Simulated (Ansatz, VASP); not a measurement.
# One calculation of Mo5Rh, two programs

```
CELL_PARAMETERS angstrom
2.67745 0.00000 0.00000
0.00000 2.67745 0.00000
0.00000 0.00000 13.15929
ATOMIC_POSITIONS crystal
Mo 0.50000 0.50000 0.32515
Mo 0.50000 0.50000 0.67485
Mo 0.00000 0.00000 0.15163
Mo 0.00000 0.00000 0.84837
Mo 0.00000 0.00000 0.50000
Rh 0.50000 0.50000 0.00000
```

Change from the starting cell: species swapped into the Hf5Pb type (P4/mmm, No. 123).

Alike in both runs: functional PBE; k mesh 5 × 5 × 2; occupations gaussian, width 0.2 eV; no spin polarisation.

Ansatz relaxed the structure, and its values are those at the end. VASP's run is a single point on that final structure, the one shown.

```csv
,VASP,Ansatz
version,VASP 6.6.1,Ansatz 0.2.0
potentials or method,"VASP PAW PBE potentials, release 64 (Mo_sv, Rh_pv), cutoff 500 eV","scalar-relativistic, plane waves, PAW"
valence electrons in the cell,85,87
```

Ansatz gave:

- gap on the k mesh at the Fermi level (eV): none
- pressure (GPa): 0.1
- rms of the force components (eV/Å): 0.004

Question: Estimate VASP's values.

Answer: gap on the k mesh at the Fermi level (eV): none; pressure (GPa): 0.5; rms of the force components (eV/Å): 0.004.

A gap of «none» marks a metal or a gap that the smearing closes. With one functional, cell and mesh, what is left measures potentials, basis and numerics. VASP's potentials hold 85 valence electrons a cell and Ansatz's 87, so a difference there can come from the potentials and not from the codes.

The k mesh is coarse, so the values compare programs but aren't converged.
